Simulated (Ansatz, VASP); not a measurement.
BN: VASP beside Ansatz

Contents of INCAR:

```
SYSTEM = BN
  ALGO = Normal
  EDIFF = 1E-6
  EDIFFG = -0.02
  ENCUT = 520
  GGA = PE
  IBRION = 2
  ISIF = 2
  ISMEAR = -1
  LASPH = .TRUE.
  LCHARG = .FALSE.
  LREAL = .FALSE.
  LWAVE = .FALSE.
  NELM = 60
  NSW = 80
  PREC = Accurate
  SIGMA = 0.02
```

Contents of KPOINTS:

```
k-points
0
G
  14 14 14
  0 0 0
```

File POSCAR:

```
BN
1.0
    0.0000000000      1.8075000000      1.8436500000
    1.8075000000      0.0000000000      1.8436500000
    1.8075000000      1.8075000000      0.0000000000
B N
1 1
Direct
    0.0000000000      0.0000000000      0.0000000000
    0.2500000000      0.2500000000      0.2500000000
```

Input for Ansatz:

```yaml
crystal:
  lattice:
    - [0.0, 1.8075, 1.84365]
    - [1.8075, 0.0, 1.84365]
    - [1.8075, 1.8075, 0.0]
  atoms:
    - { symbol: B, position: [0.0, 0.0, 0.0] }
    - { symbol: "N", position: [0.25, 0.25, 0.25] }
kpoints:
  mp_grid: { grid: [14, 14, 14] }
scf:
  occupations: { method: fermi_dirac, width: 0.02 }
hamiltonian:
  xc: pbe
  pseudopotentials: { kind: paw }
output:
  forces: true
  stress: true
  populations: true
  efg:
    quadrupole_moments_barn: { B: 0.04059, "N": 0.02044 }
    contact_densities: true
relax:
  f_tol: 0.02
  max_steps: 60
```

Change from the starting cell: z stretched by +2 %, ions relaxed.

Alike in both runs: task relaxation of the atoms; functional PBE; k mesh 14 × 14 × 14; occupations fermi-dirac, width 0.02 eV; no spin polarisation.

```csv
,VASP,Ansatz
version,VASP 6.6.1,Ansatz 0.2.0
potentials or method,"VASP PAW PBE potentials, release 64 (B, N)","plane-wave PAW, scalar-relativistic"
plane-wave cutoff (eV),520,420
valence electrons in the cell,8,8
```

```tsv
	VASP	Ansatz	Ansatz less VASP
gap on the k mesh at the Fermi level, each at its own relaxed structure (eV)	4.26	4.27	+0.012
```

Ansatz's warnings: stress scf threshold loose.

Noted on VASP's run: the relaxation stopped at its first step, so nothing moved.
